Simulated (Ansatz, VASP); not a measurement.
## Two plane-wave programs on Y2Ga

```
Y Ga
1.0
     6.13249    0.00000    0.00000
     0.00000    6.13249    0.00000
     0.00000    0.00000    6.13249
Y Ga
4 2
Direct
  0.25000 0.25000 0.25000
  0.25000 0.75000 0.75000
  0.75000 0.75000 0.25000
  0.75000 0.25000 0.75000
  0.00000 0.00000 0.00000
  0.50000 0.50000 0.50000
```

Alike in both runs: functional PBE; k mesh 4 × 4 × 4; occupations gaussian, width 0.1 eV; no spin polarisation.

Ansatz relaxed the structure, and its values are those at the end. VASP's run is a single point on that final structure, the one shown.

```csv
,VASP,Ansatz
version,VASP 6.6.1,Ansatz 0.2.0
potentials or method,"VASP PAW PBE potentials, release 64 (Y_sv, Ga_d), cutoff 500 eV","scalar-relativistic, plane waves, PAW"
valence electrons in the cell,70,70
```

```tsv
	VASP	Ansatz	Ansatz less VASP
gap on the k mesh at the Fermi level (eV)	none	none	-
pressure (GPa)	0.4	0.4	-0.02
```

A gap of «none» marks a metal or a gap that the smearing closes.
